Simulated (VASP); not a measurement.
# SrSn2O3 (P-3m1) in VASP: further runs

The runs below take SrSn2O3 through single point, with PBE.

Everything below comes from runs of VASP 6.6.1. Logs are shortened: lines on timing, memory, paths and dates and some standing lists are left out, and cuts for length are marked.

## Step 1: The cell of the first run

The structure is trigonal, space group P-3m1 (No. 164). Conventional cell: a = 4.515 Å, b = 4.515 Å, c = 7.192 Å, α = 90.00°, β = 90.00°, γ = 120.00°. Sr (site symmetry -3m) has 6 Sn at 3.18 Å and 8 O at 3.60 to 3.65 Å within 4.2 Å. Within 3.6 Å of Sn (site symmetry 3m) lie 7 O at 2.71 to 3.16 Å and 3 Sr at 3.18 Å. Within 3.7 Å of O (site symmetry 3m) lie 4 Sn at 2.71 to 2.82 Å and 6 O at 2.80 to 3.33 Å and 3 Sr at 3.65 Å. O (site symmetry -3m) has 6 O at 2.80 Å and 6 Sn at 3.16 Å and 2 Sr at 3.60 Å within 3.7 Å.

The cell was generated, and may not be a known phase.

## Step 2: Single point, PBE

Input file INCAR:

```
SYSTEM = SrSn2O3
  PREC = Accurate
  ENCUT = 520
  EDIFF = 1E-6
  ISMEAR = 0
  SIGMA = 0.1
  LREAL = .FALSE.
  LASPH = .TRUE.
  NELM = 80
  ALGO = Fast
  ISIF = 2
  LWAVE = .FALSE.
  LCHARG = .FALSE.
  GGA = PE
  NBANDS = 37
```

Input file KPOINTS:

```
regular mesh
0
G
  6 6 4
  0 0 0
```

Input file POSCAR:

```
SrSn2O3
1.0
    4.5145552700      0.0000000000      0.0000000000
   -2.2572776300      3.9097195500      0.0000000000
    0.0000000000      0.0000000000      7.1918345200
Sr Sn O
1 2 3
Direct
    0.0000000000      0.0000000000      0.0000000000
    0.3333333300      0.6666666700      0.2521899900
    0.6666666700      0.3333333300      0.7478100100
    0.3333333300      0.6666666700      0.6439999900
    0.6666666700      0.3333333300      0.3560000100
    0.0000000000      0.0000000000      0.5000000000
```

Potentials or basis: VASP PAW PBE potentials, release 64 (Sr_sv, Sn_d, O).

On the command line:

```bash
cat potpaw_PBE.64/Sr_sv/POTCAR potpaw_PBE.64/Sn_d/POTCAR potpaw_PBE.64/O/POTCAR > POTCAR
mpirun -np 1 vasp_std > vasp.out
```

OUTCAR:

```text
SYSTEM = SrSn2O3
   PREC = Accurate
   ENCUT = 520
   EDIFF = 1E-6
   ISMEAR = 0
   LREAL = .FALSE.
   LASPH = .TRUE.
   NELM = 80
   ISIF = 2
   GGA = PE

 ion  position               nearest neighbor table
   1  0.000  0.000  0.000-   2 3.18   3 3.18   2 3.18   3 3.18   3 3.18   2 3.18
   2  0.333  0.667  0.252-   5 2.71   5 2.71   5 2.71   4 2.82   1 3.18   1 3.18   1 3.18
   3  0.667  0.333  0.748-   4 2.71   4 2.71   4 2.71   5 2.82   1 3.18   1 3.18   1 3.18
   4  0.333  0.667  0.644-   3 2.71   3 2.71   3 2.71   2 2.82
   5  0.667  0.333  0.356-   2 2.71   2 2.71   2 2.71   3 2.82
   6  0.000  0.000  0.500-

  LATTYP: Found a hexagonal cell.
 ALAT       =     4.5145552700
 C/A-ratio  =     1.5930327773

  Lattice vectors:

 A1 = (   4.5145552700,   0.0000000000,   0.0000000000)
 A2 = (  -2.2572776300,   3.9097195500,   0.0000000000)
 A3 = (   0.0000000000,   0.0000000000,   7.1918345200)

Analysis of symmetry for initial positions (statically):
=====================================================================
 Subroutine PRICEL returns:
 Original cell was already a primitive cell.

 Routine SETGRP: Setting up the symmetry group for a
 hexagonal supercell.

 Subroutine GETGRP returns: Found 12 space group operations
 (whereof 12 operations were pure point group operations)
 out of a pool of 24 trial point group operations.

The static configuration has the point symmetry D_3d.

Analysis of symmetry for dynamics (positions and initial velocities):
=====================================================================
 Subroutine PRICEL returns:
 Original cell was already a primitive cell.

 Routine SETGRP: Setting up the symmetry group for a
 hexagonal supercell.

 Subroutine GETGRP returns: Found 12 space group operations
 (whereof 12 operations were pure point group operations)
 out of a pool of 24 trial point group operations.

The dynamic configuration has the point symmetry D_3d.

 Subroutine INISYM returns: Found 12 space group operations
 (whereof 12 operations are pure point group operations),
 and found     1 'primitive' translations

----------------------------------------------------------------------------------------

                                     Primitive cell

  volume of cell :     126.9405

  direct lattice vectors                    reciprocal lattice vectors
     4.514555270  0.000000000  0.000000000     0.221505761  0.127886410  0.000000000
    -2.257277630  3.909719550  0.000000000     0.000000000  0.255772821  0.000000000
     0.000000000  0.000000000  7.191834520     0.000000000  0.000000000  0.139046581

  length of vectors
     4.514555270  4.514555267  7.191834520     0.255772821  0.255772821  0.139046581

  position of ions in fractional coordinates (direct lattice)
     0.000000000  0.000000000  0.000000000
     0.333333330  0.666666670  0.252189990
     0.666666670  0.333333330  0.747810010
     0.333333330  0.666666670  0.643999990
     0.666666670  0.333333330  0.356000010
     0.000000000  0.000000000  0.500000000

  ion indices of the primitive-cell ions
   primitive index   ion index
                 1           1
                 2           2
                 3           3
                 4           4
                 5           5
                 6           6

----------------------------------------------------------------------------------------

 KPOINTS: regular mesh

Automatic generation of k-mesh.
 Grid dimensions read from file:
 generate k-points for:    6    6    4

 Generating k-lattice:

  Cartesian coordinates                     Fractional coordinates (reciprocal lattice)
     0.036917627  0.021314402  0.000000000     0.166666667  0.000000000  0.000000000
     0.000000000  0.042628804  0.000000000     0.000000000  0.166666667  0.000000000
     0.000000000  0.000000000  0.034761645     0.000000000  0.000000000  0.250000000

  Length of vectors
     0.042628804  0.042628804  0.034761645

  Shift w.r.t. Gamma in fractional coordinates (k-lattice)
     0.000000000  0.000000000  0.000000000

 Subroutine IBZKPT returns following result:
 ===========================================

 Found     24 irreducible k-points:

 Following reciprocal coordinates:
            Coordinates               Weight
  0.000000  0.000000  0.000000      1.000000
  0.166667  0.000000  0.000000      6.000000
  0.333333  0.000000  0.000000      6.000000
  0.500000 -0.000000  0.000000      3.000000
  0.166667  0.166667  0.000000      6.000000
  0.333333  0.166667  0.000000     12.000000
[... 16 lines left out ...]
  0.333333  0.166667  0.500000     12.000000
  0.333333  0.333333  0.500000      2.000000
   k-points           NKPTS =     24   k-points in BZ     NKDIM =     24   number of bands    NBANDS=     37
   number of dos      NEDOS =    301   number of ions     NIONS =      6
   total plane-waves  NPLWV =  69984
   dimension x,y,z NGX =    36 NGY =   36 NGZ =   54
   dimension x,y,z NGXF=    72 NGYF=   72 NGZF=  108
   ions per type =               1   2   3
   NGX,Y,Z   is equivalent  to a cutoff of  13.26, 13.26, 12.48 a.u.
   NGXF,Y,Z  is equivalent  to a cutoff of  26.51, 26.51, 24.97 a.u.
 SYSTEM =  SrSn2O3
   PREC   = accura    normal or accurate (medium, high low for compatibility)
   ISTART =      0    job   : 0-new  1-cont  2-samecut
   ICHARG =      2    charge: 1-file 2-atom 10-const
   ISPIN  =      1    spin polarized calculation?
   LNONCOLLINEAR =      F non collinear calculations
   LSORBIT =      F    spin-orbit coupling
   LASPH  =      T    aspherical Exc in radial PAW
   ENCUT  =  520.0 eV  38.22 Ry    6.18 a.u.   8.39  8.39 13.37*2*pi/ulx,y,z
   NELM   =     80;   NELMIN=  2; NELMDL= -5     # of ELM steps
   EDIFF  = 0.1E-05   stopping-criterion for ELM
   LREAL  =      F    real-space projection
   EDIFFG = 0.1E-04   stopping-criterion for IOM
   NSW    =      0    number of steps for IOM
   IBRION =     -1    ionic relax: 0-MD 1-quasi-New 2-CG
   NFREE  =      0    steps in history (QN), initial steepest desc. (CG)
   ISIF   =      2    stress and relaxation
   ISYM   =      2    0-nonsym 1-usesym 2-fastsym
   POTIM  = 0.5000    time-step for ionic-motion
   TEBEG  =    0.0;   TEEND  =   0.0 temperature during run
   PSTRESS=    0.0 pullay stress
   NELECT =      56.0000    total number of electrons
   NUPDOWN=      -1.0000    fix difference up-down
   EMIN   =  10.00;   EMAX   =-10.00  energy-range for DOS
   EFERMI =   0.00;   METHOD = LEGACY
   ISMEAR =     0;   SIGMA  =   0.10  broadening in eV -4-tet -1-fermi 0-gaus
   EFERMI_NEDOS =   21; number of points for ismear=-14 and -15
   IALGO  =     68    algorithm
   IMIX   =      4    mixing-type and parameters
     AMIX     =   0.40;   BMIX     =  1.00
     AMIX_MAG =   1.60;   BMIX_MAG =  1.00
  volume/ion in A,a.u.               =      21.16       142.77
  Fermi-wavevector in a.u.,A,eV,Ry     =   1.246247  2.355065 21.131634  1.553131
  Thomas-Fermi vector in A             =   2.380433
   LORBIT       =      0    0 simple, 1 ext, 2 COOP (PROOUT), +10 PAW based schemes
   GGA     = PE    functional components
   LHFCALC =     F    Hartree Fock is set to
   AEXX    =    0.0000 exact exchange contribution
   IVDW    =     0    specifies the selected vdW correction
   LEPSILON=     F    determine dielectric tensor
   LRPA    =     F    only Hartree local field effects (RPA)
 non-spin polarized calculation
 RMM-DIIS sequential band-by-band and
 Gauss-broadening in eV      SIGMA  =   0.10
  energy-cutoff  :      520.00
  volume of cell :      126.94
 maximum number of plane-waves:      3470
 NGX is ok and might be reduce to    36
   NGX = 17   NGY = 17   NGZ = 27

 number of electron      56.0000015 magnetization

 Free energy of the ion-electron system (eV)
  ---------------------------------------------------
  ext. energy  EPLUGINS =         0.00000000
  ---------------------------------------------------
  free energy    TOTEN  =       -23.78160311 eV

  energy without entropy =      -23.76405738  energy(sigma->0) =      -23.77283024

 E-fermi :   3.8902     XC(G=0):  -9.5630

 val. band max:        3.8457869163   @ k =   0.5000  -0.0000   0.0000
 cond. band min:       3.9341980955   @ k =   0.1667   0.0000   0.5000
 fundamental gap:      0.0884111792
 Fermi energy:         3.8901904854

 k-point     1 :       0.0000    0.0000    0.0000
  band No.  band energies     occupation
      1     -32.4247      2.00000
      2     -18.0509      2.00000
      3     -18.0509      2.00000
      4     -18.0424      2.00000
      5     -18.0424      2.00000
      6     -18.0190      2.00000
[... 29 lines left out ...]
     36       6.9463      0.00000
     37       8.0087      0.00000

 k-point     2 :       0.1667    0.0000    0.0000
  band No.  band energies     occupation
      1     -32.4234      2.00000
      2     -18.0514      2.00000
      3     -18.0512      2.00000
      4     -18.0447      2.00000
      5     -18.0404      2.00000
      6     -18.0198      2.00000
[... 29 lines left out ...]
     36       7.6688      0.00000
     37       8.3773      0.00000

 k-point     3 :       0.3333    0.0000    0.0000
  band No.  band energies     occupation
      1     -32.4208      2.00000
      2     -18.0545      2.00000
      3     -18.0521      2.00000
      4     -18.0469      2.00000
      5     -18.0368      2.00000
      6     -18.0215      2.00000
[... 29 lines left out ...]
     36       8.1773      0.00000
     37       8.6124      0.00000
[... 761 lines left out ...]
 k-point    23 :       0.3333    0.1667    0.5000
  band No.  band energies     occupation
      1     -32.4195      2.00000
      2     -18.0570      2.00000
      3     -18.0514      2.00000
      4     -18.0435      2.00000
      5     -18.0396      2.00000
      6     -18.0195      2.00000
[... 29 lines left out ...]
     36       8.1720      0.00000
     37       8.2680      0.00000

 k-point    24 :       0.3333    0.3333    0.5000
  band No.  band energies     occupation
      1     -32.4189      2.00000
      2     -18.0527      2.00000
      3     -18.0527      2.00000
      4     -18.0505      2.00000
      5     -18.0349      2.00000
      6     -18.0174      2.00000
[... 29 lines left out ...]
     36       8.3085      0.00000
     37       8.3085      0.00000

------------------------ aborting loop because EDIFF is reached ----------------------------------------

  FORCE on cell =-STRESS in cart. coord.  units (eV):
  Direction    XX          YY          ZZ          XY          YZ          ZX
  --------------------------------------------------------------------------------------
  -------------------------------------------------------------------------------------
  Total       -6.7446522     -6.7446522    -13.5059840     -0.0000000      0.0000000      0.0000000
  in kB      -85.1274998    -85.1274998   -170.4655193     -0.0000001      0.0000000      0.0000000
  external PRESSURE =    -113.5735063 kB  Pullay stress =       0.0000000 kB

 VOLUME and BASIS-vectors are now :
 -----------------------------------------------------------------------------
  energy-cutoff  :      520.00
  volume of cell :      126.94
      direct lattice vectors                 reciprocal lattice vectors
     4.514555270  0.000000000  0.000000000     0.221505761  0.127886410  0.000000000
    -2.257277630  3.909719550  0.000000000     0.000000000  0.255772821  0.000000000
     0.000000000  0.000000000  7.191834520     0.000000000  0.000000000  0.139046581

 POSITION                                       TOTAL-FORCE (eV/Angst)
 -----------------------------------------------------------------------------------
      0.00000      0.00000      0.00000         0.000000      0.000000     -0.000000
     -0.00000      2.60648      1.81371        -0.000000      0.000000      5.012910
      2.25728      1.30324      5.37813         0.000000      0.000000     -5.012910
     -0.00000      2.60648      4.63154        -0.000000      0.000000      1.671855
      2.25728      1.30324      2.56029         0.000000     -0.000000     -1.671855
      0.00000      0.00000      3.59592         0.000000      0.000000     -0.000000
 -----------------------------------------------------------------------------------
    total drift:                                0.000000     -0.000000      0.000000

  FREE ENERGIE OF THE ION-ELECTRON SYSTEM (eV)
  ---------------------------------------------------
  free  energy   TOTEN  =       -23.7816031066 eV

  energy  without entropy=      -23.7640573830  energy(sigma->0) =      -23.77283024
```

Run time: 12 min. Hardware: 1 thread of Oxide Virtual Turin-like, shared host; peak memory 0.28 GiB.

What came out:

```yaml
Free_energy: -23.7816 eV
Pressure: -11.4 GPa
Largest_force: 5.013 eV/Å
Band_gap_on_the_k_mesh: zero (bands 28 and 29 overlap by 0.14 eV)
```

Forces on the atoms (eV/Å):
```
Sr   0.000  0.000  0.000
Sn   0.000  0.000  5.013
Sn   0.000  0.000 -5.013
O    0.000  0.000  1.672
O    0.000  0.000 -1.672
O    0.000  0.000  0.000
```

Levels at points of the mesh, in eV from the Fermi level:
```csv
k point,band 24,band 25,band 26,band 27,band 28,band 29,band 30,band 31,band 32,band 33
"(0.00, 0.00, 0.00)",-2.10,-1.24,-0.82,-0.65,-0.65,-0.09,0.38,0.38,2.96,2.96
"(0.50, 0.00, 0.00)",-2.02,-1.85,-0.81,-0.18,-0.04,0.24,1.33,1.83,2.02,2.26
"(0.00, 0.00, 0.50)",-2.17,-1.92,-1.18,-0.95,-0.95,0.61,0.77,0.77,2.54,2.77
"(0.50, 0.00, 0.50)",-2.06,-1.80,-1.73,-0.22,-0.05,0.42,1.16,1.45,2.10,2.18
```

Caveat: the stress differs along the axes, from -17 to -9 GPa; semilocal functionals underestimate gaps, and a narrow one can read as zero; spin-orbit coupling is left out, which moves the levels of the heavy elements; forces of over 1 eV/Å act on the atoms, so gaps and moduli don't describe the material at rest.

## Step 3: Single point, PBE

This run uses another cell than the first one, of 16.79 Å³/atom.

Input file INCAR:

```
PREC = Accurate
ENCUT = 520
EDIFF = 1E-6
ISMEAR = 0
SIGMA = 0.1
LREAL = False
LASPH = True
NELM = 60
ALGO = Normal
ISIF = 2
LWAVE = False
LCHARG = False
GGA = PE
NBANDS = 37
```

Input file KPOINTS:

```
Automatic mesh
0
Gamma
  6 6 4
```

Input file POSCAR:

```
SrSn2O3
1.0
    4.6670117425     -0.0000000030      0.0000000000
   -2.3335058687      4.0417507303      0.0000000000
    0.0000000000      0.0000000000      5.3408832545
Sr Sn O
1 2 3
Direct
    0.0000000000      0.0000000000      0.0000000000
    0.3333333333      0.6666666667      0.3711315026
    0.6666666667      0.3333333333      0.6288684974
    0.3333333333      0.6666666667      0.7617068434
    0.6666666667      0.3333333333      0.2382931566
    0.0000000000      0.0000000000      0.5000000000
```

Potentials or basis: VASP PAW PBE potentials, release 64 (Sr_sv, Sn_d, O).

On the command line:

```bash
cat potpaw_PBE.64/Sr_sv/POTCAR potpaw_PBE.64/Sn_d/POTCAR potpaw_PBE.64/O/POTCAR > POTCAR
mpirun -np 1 vasp_std > vasp.out
```

Wall time 2.1 min (1 thread of Oxide Virtual Turin-like, shared host); peak memory 0.23 GiB.

The run converged. Its results:

```yaml
Free_energy: -31.5364 eV
Pressure: 0.2 GPa
Largest_force: 0.052 eV/Å
Band_gap_on_the_k_mesh: 1.31 eV
```

Forces on the atoms (eV/Å):
```
Sr   0.000  0.000  0.000
Sn   0.000  0.000 -0.045
Sn   0.000  0.000  0.045
O    0.000  0.000  0.052
O    0.000  0.000 -0.052
O    0.000  0.000  0.000
```

Stress tensor (GPa, compression positive):
```
0.10 0.00 0.00
0.00 0.10 0.00
0.00 0.00 0.50
```

Levels at points of the mesh, in eV from the valence-band top:
```tsv
k point	band 25	band 26	band 27	band 28	band 29	band 30	band 31	band 32
(0.00, 0.00, 0.00)	-2.86	-1.74	-1.74	-0.84	1.76	1.76	4.40	5.07
(0.50, 0.00, 0.00)	-1.39	-1.30	-1.11	-0.32	1.70	3.43	3.78	4.23
(0.00, 0.00, 0.50)	-2.17	-2.17	-1.22	-0.59	2.19	2.19	3.49	3.49
(0.50, 0.00, 0.50)	-1.60	-1.20	-0.48	0.00	1.31	2.27	3.20	4.72
```

Caveat: spin-orbit coupling is left out, which moves the levels of the heavy elements.

## Step 4: Single point, PBE

This run uses another cell than the first one, of 16.81 Å³/atom.

Input file INCAR:

```
SYSTEM = SrSn2O3
PREC = Accurate
ENCUT = 520
EDIFF = 1E-7
ISMEAR = 0
SIGMA = 0.02
LREAL = .False.
LASPH = .True.
NELM = 60
ALGO = Normal
ISIF = 2
LWAVE = .False.
LCHARG = .True.
GGA = PE
LELF = .True.
LVHAR = .True.
NBANDS = 37
```

Input file KPOINTS:

```
Automatic mesh
0
Gamma
  6 6 6
  0 0 0
```

Input file POSCAR:

```
SrSn2O3
1.0
    4.6729809583      0.0000000000      0.0000000000
   -2.3364904792      4.0469202213      0.0000000000
    0.0000000000      0.0000000000      5.3318622038
Sr Sn O
1 2 3
Direct
    0.0000000000      0.0000000000      0.0000000000
    0.3333333333      0.6666666667      0.3716092977
    0.6666666667      0.3333333333      0.6283907023
    0.3333333333      0.6666666667      0.7627179784
    0.6666666667      0.3333333333      0.2372820216
    0.0000000000      0.0000000000      0.5000000000
```

On the command line:

```bash
cat potpaw_PBE.64/Sr_sv/POTCAR potpaw_PBE.64/Sn_d/POTCAR potpaw_PBE.64/O/POTCAR > POTCAR
mpirun -np 1 vasp_std > vasp.out
```

Run time: 4.2 min. Hardware: 1 thread of Oxide Virtual Turin-like, shared host; peak memory 0.25 GiB.

Results (log left out):

| Property | Result |
| --- | --- |
| Free energy | -31.5406 eV |
| Pressure | 0.2 GPa |
| Largest force | 0.058 eV/Å |
| Band gap on the k mesh | 1.29 eV |

Forces on the atoms (eV/Å):
```
Sr   0.000  0.000  0.000
Sn   0.000  0.000 -0.055
Sn   0.000  0.000  0.055
O    0.000  0.000  0.058
O    0.000  0.000 -0.058
O    0.000  0.000  0.000
```

Stress tensor (GPa, compression positive):
```
0.04 0.00 0.00
0.00 0.04 0.00
0.00 0.00 0.52
```

Levels at points of the mesh, in eV from the valence-band top:
```
           k point  band 25  band 26  band 27  band 28  band 29  band 30  band 31  band 32
(0.00, 0.00, 0.00)    -2.85    -1.74    -1.74    -0.85     1.74     1.74     4.41     5.08
(0.50, 0.00, 0.00)    -1.39    -1.30    -1.11    -0.33     1.69     3.43     3.74     4.22
(0.00, 0.00, 0.50)    -2.17    -2.17    -1.20    -0.59     2.17     2.17     3.49     3.49
(0.50, 0.00, 0.50)    -1.61    -1.20    -0.48     0.00     1.29     2.27     3.17     4.72
```

Caveat: spin-orbit coupling is left out, which moves the levels of the heavy elements. A k mesh can miss the band edges.

## Step 5: The runs side by side

```csv
cell,k mesh,smearing,gap on the mesh (eV),pressure (GPa),largest force (eV/Å)
"a = 4.515, b = 4.515, c = 7.192 Å, angles 90.0, 90.0, 120.0°, 6 atoms, atomic positions A",6 × 6 × 4,gaussian 0.1 eV,none,-11.4,5.01
"a = 4.667, b = 4.667, c = 5.341 Å, angles 90.0, 90.0, 120.0°, 6 atoms, atomic positions B",6 × 6 × 4,gaussian 0.1 eV,1.31,0.2,0.05
"a = 4.673, b = 4.673, c = 5.332 Å, angles 90.0, 90.0, 120.0°, 6 atoms, atomic positions C",6 × 6 × 6,gaussian 0.02 eV,1.29,0.2,0.06
```

Alike in all rows: task single point; level PBE; potentials or basis VASP PAW PBE potentials, release 64 (Sr_sv, Sn_d, O); no spin polarisation; cutoff (eV) 520.

Caveats: spin-orbit coupling is left out, which moves the levels of the heavy elements; the stress differs along the axes, from -17 to -9 GPa (at least some runs); semilocal functionals underestimate gaps, and a narrow one can read as zero (at least some runs); forces of over 1 eV/Å act on the atoms, so gaps and moduli don't describe the material at rest (at least some runs).

Absolute energies hang on the potentials; compare differences alone.

The gap in the log of VASP goes by the Fermi energy; the results here count the filled bands.